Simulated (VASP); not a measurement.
# PtS2 (P-3m1) in VASP: notebook, part 2 of 2

VASP 6.6.1. The steps go on from the part before.

### Step 5. Single point, PBE

This run uses another cell than the first one, of 28.15 Å³/atom.

INCAR reads:

```
PREC = Accurate
ENCUT = 520
EDIFF = 1E-7
ISMEAR = 0
SIGMA = 0.05
LREAL = False
LASPH = True
NELM = 60
ALGO = Normal
ISIF = 2
LWAVE = False
LCHARG = True
GGA = PE
LELF = True
LVHAR = True
NBANDS = 18
```

KPOINTS reads:

```
Automatic mesh
0
Gamma
  9 9 4
```

POSCAR reads:

```
PtS2
1.0
    3.8270000000      0.0000000000      0.0000000000
   -1.9135000000      3.3142792203      0.0000000000
    0.0000000000      0.0000000000      6.6591000000
Pt S
1 2
Direct
    0.0000000000      0.0000000000      0.0000000000
    0.3333333333      0.6666666667      0.1641734664
    0.6666666667      0.3333333333      0.8358265336
```

Launch:

```sh
$ cat potpaw_PBE.64/Pt/POTCAR potpaw_PBE.64/S/POTCAR > POTCAR
$ mpirun -np 1 vasp_std > vasp.out
```

It took 65 s on 1 thread of Intel Xeon 8259CL, shared host; peak memory 0.22 GiB.

The run converged. Its results:

* Free energy: -15.1154 eV
* Pressure: -6.4 GPa
* Largest force: 0.023 eV/Å
* Band gap on the k mesh: 1.19 eV (least direct gap 1.25 eV)

Forces in eV/Å, atoms in the order of the input:
```
Pt   0.000  0.000  0.000
S    0.000  0.000 -0.023
S    0.000  0.000  0.023
```

Stress tensor (GPa, compression positive):
```
-9.48  0.00  0.00
 0.00 -9.48  0.00
 0.00  0.00 -0.23
```

Levels at points of the mesh, in eV from the valence-band top:
```
           k point  band 7  band 8  band 9  band 10  band 11  band 12  band 13  band 14  band 15  band 16
(0.00, 0.00, 0.00)   -2.84   -0.83   -0.83    -0.81    -0.54     2.55     2.55     4.48     5.71     7.81
(0.00, 0.00, 0.50)   -2.84   -0.92   -0.83    -0.83    -0.71     2.56     2.56     5.52     5.68     6.53
```

Caveat: the cell stands under tension; spin-orbit coupling is left out, which moves the levels of the heavy elements; an odd mesh through Γ misses points on the zone boundary, where band edges can lie; this functional lacks dispersion, which binds the layers, so the pressure and a relaxed spacing across them are unreliable.

### Step 6. Single point, PBE

This run uses another cell than the first one, of 19.71 Å³/atom.

INCAR reads:

```
SYSTEM = PtS2
PREC = Accurate
ENCUT = 520
EDIFF = 1E-6
ISMEAR = 0
SIGMA = 0.05
LREAL = .FALSE.
LASPH = .TRUE.
NELM = 60
ALGO = Normal
ISIF = 2
LWAVE = .FALSE.
LCHARG = .TRUE.
GGA = PE
LELF = .TRUE.
LVHAR = .TRUE.
NBANDS = 18
```

KPOINTS reads:

```
Automatic mesh
0
G
  9 9 4
  0 0 0
```

POSCAR reads:

```
PtS2
1.0
    3.3262000000      0.0000000000      0.0000000000
   -1.6631000000      2.8805736981      0.0000000000
    0.0000000000      0.0000000000      6.1718000000
Pt S
1 2
Direct
    0.0000000000      0.0000000000      0.0000000000
    0.3333333333      0.6666666667      0.2228361406
    0.6666666667      0.3333333333      0.7771638594
```

Potentials or basis: VASP PAW PBE potentials, release 64 (Pt, S).

Launch:

```sh
$ cat potpaw_PBE.64/Pt/POTCAR potpaw_PBE.64/S/POTCAR > POTCAR
$ mpirun -np 1 vasp_std > vasp.out
```

OUTCAR:

```text
SYSTEM = PtS2
   PREC = Accurate
   ENCUT = 520
   EDIFF = 1E-6
   ISMEAR = 0
   LREAL = .FALSE.
   LASPH = .TRUE.
   NELM = 60
   ISIF = 2
   GGA = PE

 ion  position               nearest neighbor table
   1  0.000  0.000  0.000-   2 2.36   3 2.36   3 2.36   2 2.36   3 2.36   2 2.36
   2  0.333  0.667  0.223-   1 2.36   1 2.36   1 2.36
   3  0.667  0.333  0.777-   1 2.36   1 2.36   1 2.36

  LATTYP: Found a hexagonal cell.
 ALAT       =     3.3262000000
 C/A-ratio  =     1.8555107931

  Lattice vectors:

 A1 = (   3.3262000000,   0.0000000000,   0.0000000000)
 A2 = (  -1.6631000000,   2.8805736981,   0.0000000000)
 A3 = (   0.0000000000,   0.0000000000,   6.1718000000)

Analysis of symmetry for initial positions (statically):
=====================================================================
 Subroutine PRICEL returns:
 Original cell was already a primitive cell.

 Routine SETGRP: Setting up the symmetry group for a
 hexagonal supercell.

 Subroutine GETGRP returns: Found 12 space group operations
[... 161 lines left out ...]
  ---------------------------------------------------
  ext. energy  EPLUGINS =         0.00000000
  ---------------------------------------------------
  free energy    TOTEN  =       -15.06045281 eV

  energy without entropy =      -15.06045281  energy(sigma->0) =      -15.06045281

 E-fermi :   5.6329     XC(G=0): -10.0528

 val. band max:        5.3402408145   @ k =   0.1111   0.1111   0.5000
 cond. band min:       6.5591778712   @ k =   0.2222   0.2222   0.0000
 fundamental gap:      1.2189370567
 Fermi energy:         5.6328707649

 k-point     1 :       0.0000    0.0000    0.0000
  band No.  band energies     occupation
      1      -9.4251      2.00000
      2      -7.3435      2.00000
      3      -1.2514      2.00000
      4      -0.3468      2.00000
      5      -0.3468      2.00000
      6       2.0314      2.00000
[... 481 lines left out ...]
      5       0.2315      2.00000
      6       0.5559      2.00000
[... 10 lines left out ...]
     17      15.1795      0.00000
     18      15.9781      0.00000

 [... further k-points ...]
[... 5 lines left out ...]
  --------------------------------------------------------------------------------------
  -------------------------------------------------------------------------------------
  Total        5.3983442      5.3983442      0.2188307      0.0000000      0.0000000      0.0000000
  in kB      146.2621536    146.2621536      5.9289765      0.0000000      0.0000000      0.0000000
  external PRESSURE =      99.4844279 kB  Pullay stress =       0.0000000 kB

 VOLUME and BASIS-vectors are now :
 -----------------------------------------------------------------------------
  energy-cutoff  :      520.00
  volume of cell :       59.13
      direct lattice vectors                 reciprocal lattice vectors
     3.326200000  0.000000000  0.000000000     0.300643377  0.173576535  0.000000000
    -1.663100000  2.880573698  0.000000000     0.000000000  0.347153069  0.000000000
     0.000000000  0.000000000  6.171800000     0.000000000  0.000000000  0.162027285

 POSITION                                       TOTAL-FORCE (eV/Angst)
 -----------------------------------------------------------------------------------
      0.00000      0.00000      0.00000         0.000000      0.000000      0.000000
     -0.00000      1.92038      1.37530        -0.000000     -0.000000     -0.048088
      1.66310      0.96019      4.79650        -0.000000     -0.000000      0.048088
 -----------------------------------------------------------------------------------
    total drift:                               -0.000000      0.000000      0.000000

  FREE ENERGIE OF THE ION-ELECTRON SYSTEM (eV)
  ---------------------------------------------------
  free  energy   TOTEN  =       -15.0604528092 eV

  energy  without entropy=      -15.0604528092  energy(sigma->0) =      -15.06045281
```

OSZICAR:

```text
N       E                     dE             d eps       ncg     rms          rms(c)
DAV:   1     0.113376103932E+03    0.11338E+03   -0.10423E+04  1596   0.108E+03
DAV:   2    -0.107758597181E+02   -0.12415E+03   -0.11985E+03  1920   0.218E+02
DAV:   3    -0.163026492108E+02   -0.55268E+01   -0.54911E+01  1978   0.473E+01
DAV:   4    -0.163653883566E+02   -0.62739E-01   -0.62704E-01  1974   0.549E+00
DAV:   5    -0.163666076598E+02   -0.12193E-02   -0.12192E-02  2062   0.743E-01    0.203E+01
DAV:   6    -0.152660450783E+02    0.11006E+01   -0.51933E+00  1628   0.230E+01    0.126E+01
DAV:   7    -0.150881934219E+02    0.17785E+00   -0.10947E+00  1600   0.110E+01    0.602E+00
DAV:   8    -0.150629470749E+02    0.25246E-01   -0.57744E-02  1824   0.217E+00    0.110E+00
DAV:   9    -0.150602585880E+02    0.26885E-02   -0.11130E-02  1744   0.105E+00    0.188E-01
DAV:  10    -0.150604209639E+02   -0.16238E-03   -0.16483E-03  1964   0.287E-01    0.137E-01
DAV:  11    -0.150604396896E+02   -0.18726E-04   -0.86303E-05  1930   0.645E-02    0.631E-02
DAV:  12    -0.150604507169E+02   -0.11027E-04   -0.29966E-05  1710   0.462E-02    0.183E-02
DAV:  13    -0.150604520212E+02   -0.13043E-05   -0.29133E-06  2082   0.129E-02    0.778E-03
DAV:  14    -0.150604528092E+02   -0.78802E-06   -0.16402E-06  1314   0.723E-03
   1 F= -.15060453E+02 E0= -.15060453E+02  d E =-.704047E-18
```

stdout:

```text
POSCAR found type information on POSCAR PtS
 POSCAR found :  2 types and       3 ions
 scaLAPACK will be used
 LDA part: xc-table for (Slater+PW92), standard interpolation
 POSCAR, INCAR and KPOINTS ok, starting setup
 FFT: planning ... GRIDC
 FFT: planning ... GRID_SOFT
 FFT: planning ... GRID
 WAVECAR not read
 entering main loop
```

Run time: 24 s. Hardware: 1 thread of Intel Xeon Platinum 8559C (Emerald Rapids), shared host; peak memory 0.21 GiB.

Results:

| Property | Result |
| --- | --- |
| Free energy | -15.0605 eV |
| Pressure | 9.9 GPa |
| Largest force | 0.048 eV/Å |
| Band gap on the k mesh | 1.22 eV (least direct gap 1.41 eV) |

Forces in eV/Å, atoms in the order of the input:
```
Pt   0.000  0.000  0.000
S    0.000  0.000 -0.048
S    0.000  0.000  0.048
```

Stress tensor (GPa, compression positive):
```
14.63  0.00  0.00
 0.00 14.63  0.00
 0.00  0.00  0.59
```

Levels at points of the mesh, in eV from the valence-band top:
```
           k point  band 7  band 8  band 9  band 10  band 11  band 12  band 13  band 14  band 15  band 16
(0.00, 0.00, 0.00)   -3.31   -2.00   -0.83    -0.10    -0.10     2.99     2.99     5.88     6.24     9.37
(0.00, 0.00, 0.50)   -3.31   -2.28   -1.32    -0.14    -0.14     3.09     3.09     6.23     7.74     8.93
```

Caveat: the cell stands under pressure; spin-orbit coupling is left out, which moves the levels of the heavy elements; an odd mesh through Γ misses points on the zone boundary, where band edges can lie; this functional lacks dispersion, which binds the layers, so the pressure and a relaxed spacing across them are unreliable. PBE gaps usually lie below the measured ones, often by a third to a half.

### Step 7. Overview

```csv
cell,gap on the mesh (eV),pressure (GPa),largest force (eV/Å)
"a = 3.702, b = 3.702, c = 6.822 Å, angles 90.0, 90.0, 120.0°, 3 atoms, atomic positions A",1.43,-3.7,0.03
"a = 3.827, b = 3.827, c = 6.334 Å, angles 90.0, 90.0, 120.0°, 3 atoms, atomic positions B",1.14,-6.7,0.03
"a = 3.827, b = 3.827, c = 6.497 Å, angles 90.0, 90.0, 120.0°, 3 atoms, atomic positions A",1.17,-6.6,0.02
"a = 3.827, b = 3.827, c = 6.659 Å, angles 90.0, 90.0, 120.0°, 3 atoms, atomic positions C",1.19,-6.4,0.02
"a = 3.326, b = 3.326, c = 6.172 Å, angles 90.0, 90.0, 120.0°, 3 atoms, atomic positions D",1.22,9.9,0.05
```

Alike in all rows: task single point; level PBE; potentials or basis VASP PAW PBE potentials, release 64 (Pt, S); no spin polarisation; k mesh 9 × 9 × 4; cutoff (eV) 520; smearing gaussian 0.05 eV.

Caveats: spin-orbit coupling is left out, which moves the levels of the heavy elements; an odd mesh through Γ misses points on the zone boundary, where band edges can lie; this functional lacks dispersion, which binds the layers, so the pressure and a relaxed spacing across them are unreliable; the cell stands under tension (at least some runs); the cell stands under pressure (at least some runs).

Absolute energies hang on the potentials; compare differences alone.
